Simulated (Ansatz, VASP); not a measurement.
# MnO2: VASP beside Ansatz

```
Mn O
1.0
     2.87704    0.00000    0.00000
    -1.43852    2.49159    0.00000
     0.00000    0.00000   28.15682
Mn O
1 2
Direct
  0.66667 0.33333 0.30143
  0.00000 0.00000 0.33534
  0.33333 0.66667 0.26752
```

Change from the starting cell: species swapped into a sheet of the MnO2 type.

Alike in both runs: functional PBE; k mesh 12 × 12 × 1; occupations gaussian, width 0.02 eV; collinear spin.

Ansatz relaxed the structure, and its values are those at the end. VASP's run is a single point on that final structure, the one shown.

|  | VASP | Ansatz |
| --- | --- | --- |
| version | VASP 6.6.1 | Ansatz 0.2.0 |
| potentials or method | VASP PAW PBE potentials, release 64 (Mn_sv, O), cutoff 520 eV | scalar-relativistic, plane waves, PAW |
| valence electrons in the cell | 27 | 27 |

Ansatz gave:

* gap on the k mesh at the Fermi level (eV): 1.11
* least direct gap on the mesh (eV): 1.14
* rms of the force components (eV/Å): 0.002
* net moment per atom (μB): 1.00
* size of the moment on the site where the two differ most (μB): 2.52

Q: Which values does VASP return?

A: gap on the k mesh at the Fermi level (eV): 1.09; least direct gap on the mesh (eV): 1.13; rms of the force components (eV/Å): 0.005; net moment per atom (μB): 1.00; size of the moment on the site where the two differ most (μB): 2.74.

Site moments also hang on the region over which each program counts them. Ansatz's warnings: structure snapped to symmetry, xc potential rough in thin density.
